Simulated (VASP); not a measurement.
Input of a VASP 6.6.1 run:

The input INCAR:

```
  PREC = Accurate
  ENCUT = 600
  EDIFF = 1E-6
  ISMEAR = 0
  SIGMA = 0.01
  LREAL = F
  LASPH = T
  NELM = 120
  ALGO = Normal
  ISIF = 2
  LWAVE = F
  LCHARG = T
  GGA = PE
  LELF = T
  LVHAR = T
  NBANDS = 11
  GGA_COMPAT = F
```

KPOINTS

```
Automatic mesh
0
Gamma
  12 12 12
```

Contents of POSCAR:

```
BN
1.0
    0.0000000000      1.7472500000      1.7472500000
    1.7472500000      0.0000000000      1.7472500000
    1.7472500000      1.7472500000      0.0000000000
B N
1 1
Direct
    0.0000000000      0.0000000000      0.0000000000
    0.2500000000      0.2500000000      0.2500000000
```

Potentials or basis: VASP PAW PBE potentials, release 64 (B, N).

Launch:

```bash
$ cat potpaw_PBE.64/B/POTCAR potpaw_PBE.64/N/POTCAR > POTCAR
$ mpirun -np 1 vasp_std > vasp.out
```

Task: Estimate the band gap on the k mesh.

Result: 4.56 eV, indirect (least direct gap 9.31 eV).

Task: Predict the pressure.

Result: 50.1 GPa.

A k mesh can miss the band edges. Expect the measured gap to be larger: semilocal functionals such as PBE lack the derivative discontinuity.
